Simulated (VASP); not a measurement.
BP: single point with PBE

Crystal: BP.

```
B P
1.0
     0.00000    2.35976    2.45052
     2.35976    0.00000    2.45052
     2.35976    2.35976    0.00000
B P
1 1
Direct
  0.00000 0.00000 0.00000
  0.75000 0.75000 0.75000
```

This cell differs from its parent crystal: strain +0.040 along x and y, +0.080 along z.

```yaml
Program: VASP 6.6.1
Task: single point
Functional: PBE
Potentials_or_basis: VASP PAW PBE potentials, release 64 (B, P)
Cutoff: 520 eV
k_mesh: 10 × 10 × 10
Occupations: gaussian, width 0.05 eV
Spin: no spin polarisation
```

```yaml
Pressure: -18.2 GPa
Band_gap_on_the_k_mesh: 1.17 eV, indirect (least direct gap 3.03 eV)
```

Stress tensor (GPa, compression positive):
```
-15.12   0.00   0.00
  0.00 -15.12   0.00
  0.00   0.00 -24.23
```

Levels at points of the mesh, in eV from the valence-band top:
```
           k point  band 1  band 2  band 3  band 4  band 5  band 6  band 7  band 8  band 9
(0.00, 0.00, 0.00)  -14.26   -0.35    0.00    0.00    3.03    3.03    3.24    5.00   10.44
(0.50, 0.00, 0.00)  -11.49   -8.10   -1.89   -1.46    2.69    4.44    4.63    9.45   13.17
(0.50, 0.50, 0.00)  -10.39   -8.12   -3.45   -3.45    1.75    2.00   10.57   10.57   13.13
(0.50, 0.00, 0.50)  -10.10   -7.83   -3.82   -3.76    1.36    1.54   10.28   10.82   13.36
```

It took 18 s on 1 thread of Intel(R) Xeon(R) Platinum 8488C (Sapphire Rapids), on a shared host, peak memory 0.17 GiB.

Caveat: the cell differs from its parent crystal (strain +0.040 along x and y, +0.080 along z). A k mesh can miss the band edges.
